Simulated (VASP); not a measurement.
# BN (P6_3mc) in VASP: further runs, part 2 of 2

VASP 6.6.1. Earlier steps stand in the parts before.

### 4 Single point, r2SCAN (6.25 Å³/atom)

This run uses another cell than the first one, of 6.25 Å³/atom.

POSCAR

```
BN
1.0
    2.5938433375      0.0000000000      0.0000000000
   -1.2969216687      2.2463342237      0.0000000000
    0.0000000000      0.0000000000      4.2903439454
B N
2 2
Direct
    0.6666666667      0.3333333333      0.0002035746
    0.3333333333      0.6666666667      0.5002035746
    0.6666666667      0.3333333333      0.3747964254
    0.3333333333      0.6666666667      0.8747964254
```

INCAR.step1

```
SYSTEM = BN
ALGO = Normal
EDIFF = 1E-4
ENCUT = 520
GGA = PE
ISMEAR = 0
LASPH = .True.
LCHARG = .False.
LREAL = .False.
LWAVE = .True.
NBANDS = 16
NELM = 100
PREC = Accurate
SIGMA = 0.01
```

INCAR.step2

```
SYSTEM = BN
ALGO = Normal
EDIFF = 1E-7
ENCUT = 520
ISIF = 2
ISMEAR = 0
ISTART = 1
LASPH = .True.
LCHARG = .False.
LMIXTAU = .True.
LREAL = .False.
LWAVE = .False.
METAGGA = R2SCAN
NBANDS = 16
NELM = 100
PREC = Accurate
SIGMA = 0.01
```

KPOINTS

```
k-points
0
Gamma
  9 9 6
  0 0 0
```

Command:

```bash
$ cat potpaw_PBE.64/B/POTCAR potpaw_PBE.64/N/POTCAR > POTCAR
$ cp INCAR.step1 INCAR
$ mpirun -np 1 vasp_std > vasp.out
$ cp INCAR.step2 INCAR
$ mpirun -np 1 vasp_std > vasp.out
```

Wall time 57 s (1 thread of Intel Xeon 6975P-C (Granite Rapids), shared host); peak memory 0.14 GiB.

It converged, with:

```
Free energy            : -38.1837 eV
Pressure               : -19.6 GPa
Largest force          : 0.041 eV/Å
Band gap on the k mesh : 5.79 eV (least direct gap 8.65 eV)
```

Forces on the atoms (eV/Å):
```
B    0.000  0.000 -0.041
B    0.000  0.000 -0.041
N    0.000  0.000  0.041
N    0.000  0.000  0.041
```

Stress tensor (GPa, compression positive):
```
-19.54   0.00   0.00
  0.00 -19.54   0.00
  0.00   0.00 -19.79
```

Levels at points of the mesh, in eV from the valence-band top:
```tsv
k point	band 4	band 5	band 6	band 7	band 8	band 9	band 10	band 11	band 12	band 13
(0.00, 0.00, 0.00)	-2.08	-2.08	-0.25	0.00	0.00	8.83	8.83	8.93	9.48	10.66
(0.00, 0.00, 0.50)	-5.72	-1.15	-1.15	-1.15	-1.15	9.67	9.67	10.36	10.36	10.36
```

Caveat: the cell stands under tension; the PAW data sets were made with another functional, which shifts forces and pressure a little; an odd mesh through Γ misses points on the zone boundary, where band edges can lie.

### 5 Single point, r2SCAN

POSCAR

```
BN
1.0
    2.5439493114      0.0000000000      0.0000000000
   -1.2719746557      2.2031247296      0.0000000000
    0.0000000000      0.0000000000      4.2078167820
B N
2 2
Direct
    0.6666666667      0.3333333333      0.0002035746
    0.3333333333      0.6666666667      0.5002035746
    0.6666666667      0.3333333333      0.3747964254
    0.3333333333      0.6666666667      0.8747964254
```

INCAR.step1

```
PREC     = Accurate       # precision mode
ENCUT    = 520            # plane-wave cutoff, eV
ISMEAR   = 0              # smearing method
SIGMA    = 0.01           # smearing width, eV
LREAL    = F              # projectors in reciprocal space
LASPH    = T              # aspherical terms in the spheres
NELM     = 80             # most SCF steps
NBANDS   = 16             # bands
GGA      = PE             # functional
ALGO     = Normal         # electronic algorithm
EDIFF    = 1E-4           # SCF threshold, eV
LWAVE    = T              # write WAVECAR
LCHARG   = F              # write CHGCAR
```

INCAR.step2

```
PREC     = Accurate       # precision mode
ENCUT    = 520            # plane-wave cutoff, eV
EDIFF    = 1E-7           # SCF threshold, eV
ISMEAR   = 0              # smearing method
SIGMA    = 0.01           # smearing width, eV
LREAL    = F              # projectors in reciprocal space
LASPH    = T              # aspherical terms in the spheres
NELM     = 80             # most SCF steps
ALGO     = Normal         # electronic algorithm
ISIF     = 2              # what is computed and relaxed
LWAVE    = F              # write WAVECAR
LCHARG   = T              # write CHGCAR
METAGGA  = R2SCAN         # meta-GGA
LMIXTAU  = T            
LELF     = T              # ELF
LVHAR    = T            
NBANDS   = 16             # bands
ISTART   = 1
```

KPOINTS

```
regular mesh
0
Gamma
  12 12 6
```

Potentials or basis: VASP PAW PBE potentials, release 64 (B, N).

Command:

```bash
$ cat potpaw_PBE.64/B/POTCAR potpaw_PBE.64/N/POTCAR > POTCAR
$ cp INCAR.step1 INCAR
$ mpirun -np 1 vasp_std > vasp.out
$ cp INCAR.step2 INCAR
$ mpirun -np 1 vasp_std > vasp.out
```

OUTCAR:

```text
PREC = Accurate
   ENCUT = 520
   EDIFF = 1E-7
   ISMEAR = 0
   LREAL = F
   LASPH = T
   NELM = 80
   ISIF = 2
   METAGGA = R2SCAN
   ISTART = 1

 ion  position               nearest neighbor table
   1  0.667  0.333  0.000-   4 1.56   4 1.56   4 1.56   3 1.58
   2  0.333  0.667  0.500-   3 1.56   3 1.56   3 1.56   4 1.58
   3  0.667  0.333  0.375-   2 1.56   2 1.56   2 1.56   1 1.58
   4  0.333  0.667  0.875-   1 1.56   1 1.56   1 1.56   2 1.58

  LATTYP: Found a hexagonal cell.
 ALAT       =     2.5439493114
 C/A-ratio  =     1.6540489872

  Lattice vectors:

 A1 = (   2.5439493114,   0.0000000000,   0.0000000000)
 A2 = (  -1.2719746557,   2.2031247296,   0.0000000000)
 A3 = (   0.0000000000,   0.0000000000,   4.2078167820)

Analysis of symmetry for initial positions (statically):
=====================================================================
 Subroutine PRICEL returns:
 Original cell was already a primitive cell.

 Routine SETGRP: Setting up the symmetry group for a
 hexagonal supercell.

 Subroutine GETGRP returns: Found 12 space group operations
[... 174 lines left out ...]
 val. band max:        7.4267781522   @ k =   0.0000   0.0000   0.0000
 cond. band min:      13.1450449217   @ k =   0.3333   0.3333   0.0000
 fundamental gap:      5.7182667695
 Fermi energy:         7.4850854629

 k-point     1 :       0.0000    0.0000    0.0000
  band No.  band energies     occupation
      1     -14.0658      2.00000
      2      -9.8252      2.00000
      3      -3.9046      2.00000
      4       5.2170      2.00000
      5       5.2170      2.00000
      6       7.1562      2.00000
[... 433 lines left out ...]
      3      -1.7566      2.00000
      4      -0.2395      2.00000
      5       1.1622      2.00000
      6       2.9536      2.00000
[... 8 lines left out ...]
     15      24.6526      0.00000
     16      24.9275      0.00000

 [... further k-points ...]

------------------------ aborting loop because EDIFF is reached ----------------------------------------

  FORCE on cell =-STRESS in cart. coord.  units (eV):
  Direction    XX          YY          ZZ          XY          YZ          ZX
  --------------------------------------------------------------------------------------
  -------------------------------------------------------------------------------------
  Total        0.1656127      0.1656127      0.1614818      0.0000000     -0.0000000      0.0000000
  in kB       11.2512265     11.2512265     10.9705862      0.0000000     -0.0000000      0.0000000
  external PRESSURE =      11.1576797 kB  Pullay stress =       0.0000000 kB

 VOLUME and BASIS-vectors are now :
 -----------------------------------------------------------------------------
  energy-cutoff  :      520.00
  volume of cell :       23.58
      direct lattice vectors                 reciprocal lattice vectors
     2.543949311  0.000000000  0.000000000     0.393089593  0.226950382  0.000000000
    -1.271974656  2.203124730  0.000000000     0.000000000  0.453900765  0.000000000
     0.000000000  0.000000000  4.207816782     0.000000000  0.000000000  0.237652933

 POSITION                                       TOTAL-FORCE (eV/Angst)
 -----------------------------------------------------------------------------------
      1.27197      0.73437      0.00086        -0.000000      0.000000      0.002474
     -0.00000      1.46875      2.10476         0.000000     -0.000000      0.002474
      1.27197      0.73437      1.57707        -0.000000     -0.000000     -0.002474
     -0.00000      1.46875      3.68098         0.000000     -0.000000     -0.002474
 -----------------------------------------------------------------------------------
    total drift:                               -0.000000     -0.000000     -0.002206

  FREE ENERGIE OF THE ION-ELECTRON SYSTEM (eV)
  ---------------------------------------------------
  free  energy   TOTEN  =       -38.2661843742 eV

  energy  without entropy=      -38.2661843742  energy(sigma->0) =      -38.26618437
```

OSZICAR.step1:

```text
N       E                     dE             d eps       ncg     rms          rms(c)
DAV:   1     0.398879338818E+02    0.39888E+02   -0.83786E+03  2432   0.976E+02
DAV:   2    -0.345089627471E+02   -0.74397E+02   -0.69651E+02  3512   0.232E+02
DAV:   3    -0.367726342959E+02   -0.22637E+01   -0.22591E+01  2768   0.374E+01
DAV:   4    -0.367779107049E+02   -0.52764E-02   -0.52762E-02  2912   0.205E+00
DAV:   5    -0.367779247674E+02   -0.14062E-04   -0.14062E-04  2480   0.984E-02    0.951E+00
DAV:   6    -0.349945204605E+02    0.17834E+01   -0.22332E+00  3056   0.136E+01    0.452E+00
DAV:   7    -0.348561942785E+02    0.13833E+00   -0.32375E-01  3104   0.458E+00    0.275E+00
DAV:   8    -0.348285155186E+02    0.27679E-01   -0.53401E-02  2816   0.188E+00    0.259E-01
DAV:   9    -0.348273111669E+02    0.12044E-02   -0.19057E-03  2784   0.521E-01    0.135E-01
DAV:  10    -0.348275848524E+02   -0.27369E-03   -0.48024E-04  2856   0.171E-01    0.253E-02
DAV:  11    -0.348275914607E+02   -0.66083E-05   -0.29099E-05  1368   0.552E-02
   1 F= -.34827591E+02 E0= -.34827591E+02  d E =-.329643E-79
```

Wall time 91 s (1 thread of Intel Xeon 6975P-C (Granite Rapids), shared host); peak memory 0.15 GiB.

Results:

- Free energy: -38.2662 eV
- Pressure: 1.1 GPa
- Band gap on the k mesh: 5.72 eV (least direct gap 8.98 eV)

Forces on the atoms (eV/Å):
```
B    0.000  0.000  0.002
B    0.000  0.000  0.002
N    0.000  0.000 -0.002
N    0.000  0.000 -0.002
```

Levels at points of the mesh, in eV from the valence-band top:
```tsv
k point	band 4	band 5	band 6	band 7	band 8	band 9	band 10	band 11	band 12	band 13
(0.00, 0.00, 0.00)	-2.21	-2.21	-0.27	0.00	0.00	9.08	9.08	9.31	10.22	11.55
(0.50, 0.00, 0.00)	-8.16	-7.21	-5.19	-4.53	-2.20	7.30	8.60	11.38	12.23	13.85
(0.00, 0.00, 0.50)	-5.97	-1.22	-1.22	-1.22	-1.22	10.25	10.25	10.69	10.69	10.69
(0.50, 0.00, 0.50)	-10.43	-3.92	-3.92	-3.73	-3.73	7.20	7.20	10.72	10.72	15.32
```

Caveat: the PAW data sets were made with another functional, which shifts forces and pressure a little. r2SCAN opens gaps a little over a GGA but as a rule still falls short of measured ones.

### 6 Overview

```csv
cell,k mesh,gap on the mesh (eV),pressure (GPa),largest force (eV/Å)
"a = 2.544, b = 2.544, c = 4.208 Å, angles 90.0, 90.0, 120.0°, 4 atoms",9 × 9 × 6,5.72,1.1,-
"a = 2.569, b = 2.569, c = 4.249 Å, angles 90.0, 90.0, 120.0°, 4 atoms",9 × 9 × 6,5.76,-10.0,0.02
"a = 2.594, b = 2.594, c = 4.290 Å, angles 90.0, 90.0, 120.0°, 4 atoms",9 × 9 × 6,5.79,-19.6,0.04
"a = 2.544, b = 2.544, c = 4.208 Å, angles 90.0, 90.0, 120.0°, 4 atoms",12 × 12 × 6,5.72,1.1,-
```

Alike in all rows: task single point; level r2SCAN; potentials or basis VASP PAW PBE potentials, release 64 (B, N); no spin polarisation; cutoff (eV) 520; smearing gaussian 0.01 eV.

Caveats: the PAW data sets were made with another functional, which shifts forces and pressure a little; an odd mesh through Γ misses points on the zone boundary, where band edges can lie (at least some runs); the cell stands under tension (at least some runs).

Total energies depend on the potentials used, so only differences within one code and one set of settings carry meaning.
